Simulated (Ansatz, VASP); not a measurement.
## Two plane-wave programs on P

The input INCAR:

```
SYSTEM = P
PREC = Accurate
ENCUT = 520
EDIFF = 1E-7
ISMEAR = 0
SIGMA = 0.05
LREAL = .False.
LASPH = .True.
NELM = 80
ALGO = Normal
ISIF = 2
LWAVE = .False.
LCHARG = .False.
GGA = PS
NBANDS = 18
```

The input KPOINTS:

```
Automatic mesh
0
Gamma
  8 1 6
  0 0 0
```

The input POSCAR:

```
P
1.0
    3.2837277200      0.0000000000      0.0000000000
    0.0000000000     34.8570309900      0.0000000000
    0.0000000000      0.0000000000      4.7710472513
P
4
Direct
    0.0000000000      0.9702614300      0.5921507200
    0.0000000000      0.0297385700      0.4078492800
    0.5000000000      0.0297385700      0.0921507200
    0.5000000000      0.9702614300      0.9078492800
```

Input for Ansatz:

```yaml
crystal:
  lattice:
    - [3.28372772, 0.0, 0.0]
    - [0.0, 34.85703099, 0.0]
    - [0.0, 0.0, 4.7710472513]
  atoms:
    - { symbol: P, position: [0.0, 0.97026143, 0.59215072] }
    - { symbol: P, position: [0.0, 0.02973857, 0.40784928] }
    - { symbol: P, position: [0.5, 0.02973857, 0.09215072] }
    - { symbol: P, position: [0.5, 0.97026143, 0.90784928] }
basis:
  ecutwfc: 420
kpoints:
  mp_grid: { grid: [8, 1, 6] }
hamiltonian:
  xc: pbesol
scf:
  occupations: { method: gaussian, width: 0.05 }
output:
  forces: true
  stress: true
  eigenvalues: true
```

Change from the starting cell: strain +0.000 along x and y, +0.030 along z, atoms carried along.

Alike in both runs: task single point; functional PBEsol; k mesh 8 × 1 × 6; occupations gaussian, width 0.05 eV; no spin polarisation.

|  | VASP | Ansatz |
| --- | --- | --- |
| version | VASP 6.6.1 | Ansatz 0.2.0 |
| potentials or method | VASP PAW PBE potentials, release 64 (P), cutoff 520 eV | scalar-relativistic, plane waves, PAW |
| valence electrons in the cell | 20 | 20 |

Ansatz gave:

```
gap on the k mesh at the Fermi level (eV) : 1.05
least direct gap on the mesh (eV)         : 1.05
rms of the force components (eV/Å)        : 0.103
```

Question: What did VASP give for the same quantities?

Answer: gap on the k mesh at the Fermi level (eV): 1.07; least direct gap on the mesh (eV): 1.07; rms of the force components (eV/Å): 0.110.

VASP's potentials were made for PBE, not for PBEsol. Atom by atom the forces differ by 0.011 eV/Å (rms over components).
